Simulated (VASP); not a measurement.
Runs of VASP 6.6.1 on Se. The structure is that of space group P6_3/mmc (No. 194), or close to it. The cells are those of the table. This isn't the form of Se at room conditions, which is trigonal, of chains.

| task | spin | cell | k mesh | cutoff (eV) | gap on the mesh (eV) | pressure (GPa) |
| --- | --- | --- | --- | --- | --- | --- |
| single point | off | a = 3.532, b = 3.532, c = 3.814 Å, angles 90.0, 90.0, 120.0°, 2 atoms | 12 × 12 × 9 | 520 | none | 0.0 |
| single point | off | a = 3.435, b = 3.435, c = 3.709 Å, angles 90.0, 90.0, 120.0°, 2 atoms | 12 × 12 × 9 | 520 | none | 8.3 |
| relaxation of cell and atoms | off | relaxed from a = 3.136, b = 3.136, c = 5.121 Å, angles 90.0, 90.0, 120.0°, 2 atoms | 12 × 12 × 6 | 600 | none | 0.0 |
| single point | off | a = 3.623, b = 3.623, c = 3.913 Å, angles 90.0, 90.0, 120.0°, 2 atoms | 12 × 12 × 9 | 520 | none | -5.4 |
| single point | off | a = 3.532, b = 3.532, c = 3.814 Å, angles 90.0, 90.0, 120.0°, 2 atoms | 12 × 12 × 6 | 520 | none | 0.2 |
| single point | off | a = 3.668, b = 3.668, c = 3.960 Å, angles 90.0, 90.0, 120.0°, 2 atoms | 12 × 12 × 9 | 520 | none | (a) |
| single point | off | a = 3.578, b = 3.578, c = 3.864 Å, angles 90.0, 90.0, 120.0°, 2 atoms | 12 × 12 × 9 | 520 | none | -3.0 |
| single point | off | a = 3.484, b = 3.484, c = 3.762 Å, angles 90.0, 90.0, 120.0°, 2 atoms | 12 × 12 × 9 | 520 | none | 3.7 |
| single point | non-collinear, zero start, SOC | a = 3.532, b = 3.532, c = 3.814 Å, angles 90.0, 90.0, 120.0°, 2 atoms | 10 × 10 × 8 | 520 | - | 0.1 |
| single point | off | a = 3.384, b = 3.384, c = 3.655 Å, angles 90.0, 90.0, 120.0°, 2 atoms | 12 × 12 × 9 | 520 | none | (b) |

Alike in all rows: level LDA; potentials or basis VASP PAW LDA potentials, release 64 (Se); smearing fermi-dirac 0.1 eV.

Task: Fill in the values left out.

Result: (a) -7.3; (b) 14.0.

Caveats: the cell stands under pressure (at least some runs); the cell stands under tension (at least some runs); a cell axis changed by over 15 % at a fixed basis, so the end point is rough (at least some runs); the stress differs along the axes, from 12 to 19 GPa (at least some runs).

A k mesh can miss the band edges, and rows without SOC leave out spin-orbit coupling on Se.

A gap of «none» marks levels without a gap at the run's occupations.
